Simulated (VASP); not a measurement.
# TePb (Fm-3m) in VASP: a series of runs

TePb is run at these levels: PBEsol; tasks: single point.

All numbers are computed with VASP 6.6.1; they aren't measurements. Logs are shortened: lines on timing, memory, paths and dates and some standing lists are left out, and cuts for length are marked.

### 1 The cell of the first run

It takes space group Fm-3m (No. 225, cubic). Conventional cell: a = 6.399 Å, b = 6.399 Å, c = 6.399 Å, α = 90.00°, β = 90.00°, γ = 90.00°. Te (site symmetry m-3m) has 6 Pb at 3.20 Å within 4.2 Å. Pb (site symmetry m-3m) has 6 Te at 3.20 Å within 4.2 Å.

### 2 Single point, PBEsol

The input, INCAR:

```
PREC = Accurate
ENCUT = 500
EDIFF = 1E-6
ISMEAR = 0
SIGMA = 0.01
LREAL = F
LASPH = T
NELM = 120
ALGO = Normal
ISIF = 2
LWAVE = F
LCHARG = F
GGA = PS
NBANDS = 17
GGA_COMPAT = F
```

The input, KPOINTS:

```
Automatic mesh
0
Gamma
  5 5 5
```

The input, POSCAR:

```
TePb
1.0
    0.0000000000      3.1995932454      3.1995932454
    3.1995932454      0.0000000000      3.1995932454
    3.1995932454      3.1995932454      0.0000000000
Te Pb
1 1
Direct
    0.5000000000      0.5000000000      0.5000000000
    0.0000000000      0.0000000000      0.0000000000
```

Potentials or basis: VASP PAW PBE potentials, release 64 (Te, Pb_d).

Command:

```
cat potpaw_PBE.64/Te/POTCAR potpaw_PBE.64/Pb_d/POTCAR > POTCAR
mpirun -np 1 vasp_std > vasp.out
```

OUTCAR:

```text
PREC = Accurate
   ENCUT = 500
   EDIFF = 1E-6
   ISMEAR = 0
   LREAL = F
   LASPH = T
   NELM = 120
   ISIF = 2
   GGA = PS

 ion  position               nearest neighbor table
   1  0.500  0.500  0.500-   2 3.20   2 3.20   2 3.20   2 3.20   2 3.20   2 3.20
   2  0.000  0.000  0.000-   1 3.20   1 3.20   1 3.20   1 3.20   1 3.20   1 3.20

  LATTYP: Found a face centered cubic cell.
 ALAT       =     6.3991864908

  Lattice vectors:

 A1 = (   0.0000000000,   3.1995932454,   3.1995932454)
 A2 = (   3.1995932454,   0.0000000000,   3.1995932454)
 A3 = (   3.1995932454,   3.1995932454,   0.0000000000)

Analysis of symmetry for initial positions (statically):
=====================================================================
 Subroutine PRICEL returns:
 Original cell was already a primitive cell.

 Routine SETGRP: Setting up the symmetry group for a
 face centered cubic supercell.

 Subroutine GETGRP returns: Found 48 space group operations
 (whereof 48 operations were pure point group operations)
 out of a pool of 48 trial point group operations.

The static configuration has the point symmetry O_h .

Analysis of symmetry for dynamics (positions and initial velocities):
=====================================================================
 Subroutine PRICEL returns:
 Original cell was already a primitive cell.

 Routine SETGRP: Setting up the symmetry group for a
 face centered cubic supercell.

 Subroutine GETGRP returns: Found 48 space group operations
 (whereof 48 operations were pure point group operations)
 out of a pool of 48 trial point group operations.

The dynamic configuration has the point symmetry O_h .

 Subroutine INISYM returns: Found 48 space group operations
 (whereof 48 operations are pure point group operations),
 and found     1 'primitive' translations

----------------------------------------------------------------------------------------

                                     Primitive cell

  volume of cell :      65.5110

  direct lattice vectors                    reciprocal lattice vectors
     0.000000000  3.199593245  3.199593245    -0.156269864  0.156269864  0.156269864
     3.199593245  0.000000000  3.199593245     0.156269864 -0.156269864  0.156269864
     3.199593245  3.199593245  0.000000000     0.156269864  0.156269864 -0.156269864

  length of vectors
     4.524908162  4.524908162  4.524908162     0.270667343  0.270667343  0.270667343

  position of ions in fractional coordinates (direct lattice)
     0.500000000  0.500000000  0.500000000
     0.000000000  0.000000000  0.000000000

  ion indices of the primitive-cell ions
   primitive index   ion index
                 1           1
                 2           2

----------------------------------------------------------------------------------------

 KPOINTS: Automatic mesh

Automatic generation of k-mesh.
 Grid dimensions read from file:
 generate k-points for:    5    5    5

 Generating k-lattice:

  Cartesian coordinates                     Fractional coordinates (reciprocal lattice)
    -0.031253973  0.031253973  0.031253973     0.200000000  0.000000000  0.000000000
     0.031253973 -0.031253973  0.031253973     0.000000000  0.200000000  0.000000000
     0.031253973  0.031253973 -0.031253973     0.000000000  0.000000000  0.200000000

  Length of vectors
     0.054133469  0.054133469  0.054133469

  Shift w.r.t. Gamma in fractional coordinates (k-lattice)
     0.000000000  0.000000000  0.000000000

 Subroutine IBZKPT returns following result:
 ===========================================

 Found     10 irreducible k-points:

 Following reciprocal coordinates:
            Coordinates               Weight
  0.000000  0.000000  0.000000      1.000000
  0.200000  0.000000  0.000000      8.000000
  0.400000  0.000000  0.000000      8.000000
  0.200000  0.200000  0.000000      6.000000
  0.400000  0.200000  0.000000     24.000000
 -0.400000  0.200000  0.000000     24.000000
 -0.200000  0.200000  0.000000     12.000000
  0.400000  0.400000  0.000000      6.000000
 -0.400000  0.400000  0.000000     12.000000
 -0.400000  0.400000  0.200000     24.000000
   k-points           NKPTS =     10   k-points in BZ     NKDIM =     10   number of bands    NBANDS=     17
   number of dos      NEDOS =    301   number of ions     NIONS =      2
   total plane-waves  NPLWV =  46656
   dimension x,y,z NGX =    36 NGY =   36 NGZ =   36
   dimension x,y,z NGXF=    72 NGYF=   72 NGZF=   72
   ions per type =               1   1
   NGX,Y,Z   is equivalent  to a cutoff of  13.23, 13.23, 13.23 a.u.
   NGXF,Y,Z  is equivalent  to a cutoff of  26.45, 26.45, 26.45 a.u.
 SYSTEM =  unknown system
   PREC   = accura    normal or accurate (medium, high low for compatibility)
   ISTART =      0    job   : 0-new  1-cont  2-samecut
   ICHARG =      2    charge: 1-file 2-atom 10-const
   ISPIN  =      1    spin polarized calculation?
   LNONCOLLINEAR =      F non collinear calculations
   LSORBIT =      F    spin-orbit coupling
   LASPH  =      T    aspherical Exc in radial PAW
   ENCUT  =  500.0 eV  36.75 Ry    6.06 a.u.   8.25  8.25  8.25*2*pi/ulx,y,z
   NELM   =    120;   NELMIN=  2; NELMDL= -5     # of ELM steps
   EDIFF  = 0.1E-05   stopping-criterion for ELM
   LREAL  =      F    real-space projection
   EDIFFG = 0.1E-04   stopping-criterion for IOM
   NSW    =      0    number of steps for IOM
   IBRION =     -1    ionic relax: 0-MD 1-quasi-New 2-CG
   NFREE  =      0    steps in history (QN), initial steepest desc. (CG)
   ISIF   =      2    stress and relaxation
   ISYM   =      2    0-nonsym 1-usesym 2-fastsym
   POTIM  = 0.5000    time-step for ionic-motion
   TEBEG  =    0.0;   TEEND  =   0.0 temperature during run
   PSTRESS=    0.0 pullay stress
   NELECT =      20.0000    total number of electrons
   NUPDOWN=      -1.0000    fix difference up-down
   EMIN   =  10.00;   EMAX   =-10.00  energy-range for DOS
   EFERMI =   0.00;   METHOD = LEGACY
   ISMEAR =     0;   SIGMA  =   0.01  broadening in eV -4-tet -1-fermi 0-gaus
   EFERMI_NEDOS =   21; number of points for ismear=-14 and -15
   IALGO  =     38    algorithm
   IMIX   =      4    mixing-type and parameters
     AMIX     =   0.40;   BMIX     =  1.00
     AMIX_MAG =   1.60;   BMIX_MAG =  1.00
  volume/ion in A,a.u.               =      32.76       221.05
  Fermi-wavevector in a.u.,A,eV,Ry     =   1.102334  2.083110 16.533001  1.215141
  Thomas-Fermi vector in A             =   2.238776
   LORBIT       =      0    0 simple, 1 ext, 2 COOP (PROOUT), +10 PAW based schemes
   GGA     = PS    functional components
   LHFCALC =     F    Hartree Fock is set to
   AEXX    =    0.0000 exact exchange contribution
   IVDW    =     0    specifies the selected vdW correction
   LEPSILON=     F    determine dielectric tensor
   LRPA    =     F    only Hartree local field effects (RPA)
 non-spin polarized calculation
 Gauss-broadening in eV      SIGMA  =   0.01
  energy-cutoff  :      500.00
  volume of cell :       65.51
 maximum number of plane-waves:      1687
 NGX is ok and might be reduce to    36
   NGX = 17   NGY = 17   NGZ = 17

 number of electron      20.0000000 magnetization

 Free energy of the ion-electron system (eV)
  ---------------------------------------------------
  ext. energy  EPLUGINS =         0.00000000
  ---------------------------------------------------
  free energy    TOTEN  =        -8.25706231 eV

  energy without entropy =       -8.25706231  energy(sigma->0) =       -8.25706231

 E-fermi :   5.7587     XC(G=0):  -9.6034

 val. band max:        5.6664773413   @ k =  -0.2000   0.2000   0.0000
 cond. band min:       6.7892427288   @ k =   0.4000   0.0000   0.0000
 fundamental gap:      1.1227653875
 Fermi energy:         5.7587349975

 k-point     1 :       0.0000    0.0000    0.0000
  band No.  band energies     occupation
      1     -10.8388      2.00000
      2     -10.8388      2.00000
      3     -10.8252      2.00000
      4     -10.8252      2.00000
      5     -10.8252      2.00000
      6      -6.4408      2.00000
[... 9 lines left out ...]
     16      11.5330      0.00000
     17      12.9697      0.00000

 k-point     2 :       0.2000    0.0000    0.0000
  band No.  band energies     occupation
      1     -10.8442      2.00000
      2     -10.8442      2.00000
      3     -10.8242      2.00000
      4     -10.8189      2.00000
      5     -10.8189      2.00000
      6      -6.0874      2.00000
[... 9 lines left out ...]
     16      12.2691      0.00000
     17      15.2973      0.00000

 k-point     3 :       0.4000    0.0000    0.0000
  band No.  band energies     occupation
      1     -10.8544      2.00000
      2     -10.8544      2.00000
      3     -10.8231      2.00000
      4     -10.8074      2.00000
      5     -10.8074      2.00000
      6      -5.1931      2.00000
[... 9 lines left out ...]
     16      14.1883      0.00000
     17      16.2886      0.00000

 k-point     4 :       0.2000    0.2000    0.0000
  band No.  band energies     occupation
      1     -10.8586      2.00000
      2     -10.8343      2.00000
      3     -10.8292      2.00000
      4     -10.8153      2.00000
      5     -10.8153      2.00000
      6      -5.9706      2.00000
[... 9 lines left out ...]
     16      13.4180      0.00000
     17      14.0412      0.00000

 k-point     5 :       0.4000    0.2000    0.0000
  band No.  band energies     occupation
      1     -10.8741      2.00000
      2     -10.8395      2.00000
      3     -10.8271      2.00000
      4     -10.8086      2.00000
      5     -10.8046      2.00000
      6      -5.2541      2.00000
[... 9 lines left out ...]
     16      15.1671      0.00000
     17      15.8664      0.00000

 k-point     6 :      -0.4000    0.2000    0.0000
  band No.  band energies     occupation
      1     -10.8699      2.00000
      2     -10.8496      2.00000
      3     -10.8187      2.00000
      4     -10.8100      2.00000
      5     -10.8045      2.00000
      6      -4.7641      2.00000
[... 9 lines left out ...]
     16      14.1230      0.00000
     17      16.6836      0.00000

 k-point     7 :      -0.2000    0.2000    0.0000
  band No.  band energies     occupation
      1     -10.8519      2.00000
      2     -10.8516      2.00000
      3     -10.8217      2.00000
      4     -10.8143      2.00000
      5     -10.8111      2.00000
      6      -5.5393      2.00000
[... 9 lines left out ...]
     16      14.5222      0.00000
     17      15.0159      0.00000

 k-point     8 :       0.4000    0.4000    0.0000
  band No.  band energies     occupation
      1     -10.9044      2.00000
      2     -10.8358      2.00000
      3     -10.8271      2.00000
      4     -10.7982      2.00000
      5     -10.7982      2.00000
      6      -4.8908      2.00000
[... 9 lines left out ...]
     16      15.5885      0.00000
     17      16.8555      0.00000

 k-point     9 :      -0.4000    0.4000    0.0000
  band No.  band energies     occupation
      1     -10.9008      2.00000
      2     -10.8338      2.00000
      3     -10.8298      2.00000
      4     -10.8007      2.00000
      5     -10.7978      2.00000
      6      -4.5555      2.00000
[... 9 lines left out ...]
     16      15.2882      0.00000
     17      17.2151      0.00000

 k-point    10 :      -0.4000    0.4000    0.2000
  band No.  band energies     occupation
      1     -10.8871      2.00000
      2     -10.8412      2.00000
      3     -10.8226      2.00000
      4     -10.8100      2.00000
      5     -10.7984      2.00000
      6      -4.6525      2.00000
[... 9 lines left out ...]
     16      15.9751      0.00000
     17      15.9996      0.00000

------------------------ aborting loop because EDIFF is reached ----------------------------------------

  FORCE on cell =-STRESS in cart. coord.  units (eV):
  Direction    XX          YY          ZZ          XY          YZ          ZX
  --------------------------------------------------------------------------------------
  -------------------------------------------------------------------------------------
  Total        0.3732902      0.3732902      0.3732902      0.0000000      0.0000000     -0.0000000
  in kB        9.1294131      9.1294131      9.1294131      0.0000000      0.0000000     -0.0000000
  external PRESSURE =       9.1294131 kB  Pullay stress =       0.0000000 kB

 VOLUME and BASIS-vectors are now :
 -----------------------------------------------------------------------------
  energy-cutoff  :      500.00
  volume of cell :       65.51
      direct lattice vectors                 reciprocal lattice vectors
     0.000000000  3.199593245  3.199593245    -0.156269864  0.156269864  0.156269864
     3.199593245  0.000000000  3.199593245     0.156269864 -0.156269864  0.156269864
     3.199593245  3.199593245  0.000000000     0.156269864  0.156269864 -0.156269864

 POSITION                                       TOTAL-FORCE (eV/Angst)
 -----------------------------------------------------------------------------------
      3.19959      3.19959      3.19959         0.000000      0.000000      0.000000
      0.00000      0.00000      0.00000        -0.000000      0.000000     -0.000000
 -----------------------------------------------------------------------------------
    total drift:                               -0.000000      0.000000      0.000000

  FREE ENERGIE OF THE ION-ELECTRON SYSTEM (eV)
  ---------------------------------------------------
  free  energy   TOTEN  =        -8.2570623073 eV

  energy  without entropy=       -8.2570623073  energy(sigma->0) =       -8.25706231
```

It took 9.9 s on 1 thread of Intel Xeon Platinum 8375C at 2.90GHz (Ice Lake), shared host; peak memory 0.2 GiB.

What came out:

```yaml
Free_energy: -8.2571 eV
Pressure: 0.9 GPa
```

Caveat: this odd mesh misses L, where the gap lies, so gap, dielectric constants and Born charges aren't listed; the PAW data sets were made with another functional, which shifts forces and pressure a little; spin-orbit coupling is left out, which moves the levels of the heavy elements.

### 3 Single point, PBEsol

This run uses another cell than the first one, of 33.42 Å³/atom, 1.020 times its volume.

The input, INCAR:

```
  PREC = Accurate
  ENCUT = 500
  EDIFF = 1E-6
  ISMEAR = 0
  SIGMA = 0.01
  LREAL = F
  LASPH = T
  NELM = 120
  ALGO = Normal
  ISIF = 2
  LWAVE = F
  LCHARG = F
  GGA = PS
  NBANDS = 17
  GGA_COMPAT = F
```

KPOINTS is that of step 2.

The input, POSCAR:

```
TePb
1.0
    0.0000000000      3.2212127745      3.2212127745
    3.2212127745      0.0000000000      3.2212127745
    3.2212127745      3.2212127745      0.0000000000
Te Pb
1 1
Direct
    0.5000000000      0.5000000000      0.5000000000
    0.0000000000      0.0000000000      0.0000000000
```

Potentials or basis: VASP PAW PBE potentials, release 64 (Te, Pb_d).

Command:

```
cat potpaw_PBE.64/Te/POTCAR potpaw_PBE.64/Pb_d/POTCAR > POTCAR
mpirun -np 1 vasp_std > vasp.out
```

Wall time 11 s (1 thread of Intel Xeon Platinum 8375C at 2.90GHz (Ice Lake), shared host); peak memory 0.2 GiB.

The run converged. Its results:

```
Free energy : -8.2611 eV
Pressure    : 0.0 GPa
```

Levels at points of the mesh, in eV from the Fermi level:
```
           k point  band 8  band 9  band 10  band 11  band 12  band 13
(0.00, 0.00, 0.00)   -1.26   -1.26    -1.26     4.18     4.18     4.18
```

Caveat: this odd mesh misses L, where the gap lies, so gap, dielectric constants and Born charges aren't listed; the PAW data sets were made with another functional, which shifts forces and pressure a little; spin-orbit coupling is left out, which moves the levels of the heavy elements.

### 4 Single point, PBEsol

This run uses another cell than the first one, of 34.09 Å³/atom, 1.041 times its volume.

The input, INCAR:

```
SYSTEM = TePb
ALGO = Normal
EDIFF = 1E-6
ENCUT = 500
GGA = PS
GGA_COMPAT = .False.
ISIF = 2
ISMEAR = 0
LASPH = .True.
LCHARG = .False.
LREAL = .False.
LWAVE = .False.
NBANDS = 17
NELM = 120
PREC = Accurate
SIGMA = 0.01
```

The input, KPOINTS:

```
k-points
0
Gamma
  5 5 5
  0 0 0
```

The input, POSCAR:

```
TePb
1.0
    0.0000000000      3.2425459311      3.2425459311
    3.2425459311      0.0000000000      3.2425459311
    3.2425459311      3.2425459311      0.0000000000
Te Pb
1 1
Direct
    0.5000000000      0.5000000000      0.5000000000
    0.0000000000      0.0000000000      0.0000000000
```

Command:

```
cat potpaw_PBE.64/Te/POTCAR potpaw_PBE.64/Pb_d/POTCAR > POTCAR
mpirun -np 1 vasp_std > vasp.out
```

Run time: 10 s. Hardware: 1 thread of Intel Xeon Platinum 8375C at 2.90GHz (Ice Lake), shared host; peak memory 0.2 GiB.

Results (log left out):

| Quantity | Value |
| --- | --- |
| Free energy | -8.2577 eV |
| Pressure | -0.9 GPa |

Levels at points of the mesh, in eV from the Fermi level:
| k point | band 7 | band 8 | band 9 | band 10 | band 11 | band 12 | band 13 | band 14 |
| --- | --- | --- | --- | --- | --- | --- | --- | --- |
| (0.00, 0.00, 0.00) | -5.54 | -1.19 | -1.19 | -1.19 | 4.15 | 4.15 | 4.15 | 5.89 |

Caveat: this odd mesh misses L, where the gap lies, so gap, dielectric constants and Born charges aren't listed; the PAW data sets were made with another functional, which shifts forces and pressure a little; spin-orbit coupling is left out, which moves the levels of the heavy elements.

### 5 Overview

| cell | pressure (GPa) |
| --- | --- |
| a = 4.525 Å, angles 60.0°, 2 atoms | 0.9 |
| a = 4.555 Å, angles 60.0°, 2 atoms | 0.0 |
| a = 4.586 Å, angles 60.0°, 2 atoms | -0.9 |

Alike in all rows: task single point; level PBEsol; potentials or basis VASP PAW PBE potentials, release 64 (Te, Pb_d); no spin polarisation; k mesh 5 × 5 × 5; cutoff (eV) 500; smearing gaussian 0.01 eV.

Caveats: the PAW data sets were made with another functional, which shifts forces and pressure a little; spin-orbit coupling is left out, which moves the levels of the heavy elements.

Total energies depend on the potentials used, so only differences within one code and one set of settings carry meaning.
